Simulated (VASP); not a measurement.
Al2SiO:

```
CELL_PARAMETERS angstrom
3.30962 0.00000 0.00000
0.00000 3.30962 0.00000
0.00000 0.00000 4.83086
ATOMIC_POSITIONS crystal
Al 0.50000 0.50000 0.68650
Al 0.50000 0.50000 0.31350
Si 0.50000 0.50000 0.00000
O 0.00000 0.00000 0.50000
```

| Quantity | Value |
| --- | --- |
| Program | VASP 6.6.1 |
| Task | relaxation of cell and atoms |
| Functional | PBE |
| Potentials or basis | VASP PAW PBE potentials, release 64 (Al, Si, O) |
| Cutoff | 600 eV |
| k mesh | 6 × 6 × 4 |
| Occupations | gaussian, width 0.1 eV |
| Spin | no spin polarisation |

At the start: pressure 141.6 GPa; volume 13.23 Å³/atom.

Task: How do energy, volume and symmetry change on relaxing?

Result: Over 28 steps the energy falls by 6524.3 meV/atom and the volume is 13.75 Å³/atom (+4.0 %); space group P4/mmm (No. 123, to 0.05 Å).

The path:
```csv
step,energy change (eV),largest force (eV/Å),pressure (GPa),volume (Å³)
1,0.0000,23.0962,141.64,52.92
2,19.1589,66.3688,11.27,130.89
3,44.7637,0.1369,-33.91,209.47
4,13.7911,0.1550,-32.69,173.94
5,2.8589,0.1269,-31.05,156.54
6,-3.6809,0.4083,-29.22,144.16
7,-6.6667,0.6849,-26.91,137.64
8,-8.0358,1.1611,-25.51,134.29
9,-8.6711,1.4758,-24.57,132.59
10,-0.4789,63.1637,109.32,49.36
11,-15.4981,8.3672,-13.01,100.66
12,-16.6727,15.1717,-0.57,87.34
13,-24.2105,7.5100,9.65,60.00
14,-23.1873,1.3326,53.98,45.69
15,-24.4188,7.0697,23.14,53.61
16,-24.1982,5.0629,36.61,49.43
17,-25.8805,0.8323,-5.46,61.87
18,-25.9392,0.3771,0.12,59.05
19,-25.9406,0.4673,-0.92,59.54
20,-26.0088,0.1909,-2.07,59.23
21,-26.0314,0.0228,-2.78,58.97
22,-26.0346,0.1138,-3.07,58.85
23,-26.0564,0.2568,-0.46,57.03
24,-26.0575,0.2988,0.30,56.56
25,-26.0663,0.2978,0.24,56.22
26,-26.0955,0.1209,0.08,55.22
27,-25.9807,0.9574,1.72,53.18
28,-26.0972,0.0166,0.12,55.02
```

Final structure:
```xyz
4
Lattice="2.6510 0.0000 0.0000 0.0000 2.6510 0.0000 0.0000 0.0000 7.8289" Properties=species:S:1:pos:R:3 pbc="T T T"
Al    1.3255    1.3255    2.4875
Al    1.3255    1.3255    5.3415
Si    1.3255    1.3255    0.0000
O     0.0000    0.0000    3.9145
```
